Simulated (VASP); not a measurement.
TiPb: single point with PBEsol

TiPb:

```
CELL_PARAMETERS angstrom
3.36740 0.00000 0.00000
0.00000 3.36740 0.00000
0.00000 0.00000 3.36740
ATOMIC_POSITIONS crystal
Ti 0.00000 0.00000 0.00000
Pb 0.50000 0.50000 0.50000
```

```json
{
  "Program": "VASP 6.6.1",
  "Task": "single point",
  "Functional": "PBEsol",
  "Potentials or basis": "VASP PAW PBE potentials, release 64 (Ti_sv, Pb_d)",
  "Cutoff": "520 eV",
  "k mesh": "12 × 12 × 12",
  "Occupations": "fermi-dirac, width 0.15 eV",
  "Spin": "no spin polarisation",
  "Dipole correction": "no",
  "Further INCAR settings": "ALGO = Normal; EDIFF = 1e-07; NBANDS = 20"
}
```

The pressure is 7.6 GPa. The band gap on the k mesh is zero (bands 13 and 14 overlap by 1.98 eV).

Levels at points of the mesh, in eV from the Fermi level:
```
           k point  band 9  band 10  band 11  band 12  band 13  band 14  band 15  band 16  band 17  band 18
(0.00, 0.00, 0.00)  -16.75   -12.16    -0.81    -0.81     1.61     1.61     1.61     2.56     2.56     2.56
(0.50, 0.00, 0.00)  -16.73    -9.72    -5.98    -0.74    -0.38    -0.38     1.49     2.36     7.85     7.85
(0.50, 0.50, 0.00)  -16.51    -8.37    -3.39    -3.39    -0.85     0.96     0.96     2.27     2.58     4.26
(0.50, 0.50, 0.50)  -16.50    -5.71    -3.68    -3.68    -3.68     2.33     2.33     3.50     3.50     3.50
```

Wall time 27 s on 1 thread of Intel(R) Xeon(R) 6975P-C (Granite Rapids), on a shared host, peak memory 0.2 GiB.

Caveat: the cell stands under pressure; the PAW data sets were made with another functional, which shifts forces and pressure a little; spin-orbit coupling is left out, which moves the levels of the heavy elements.
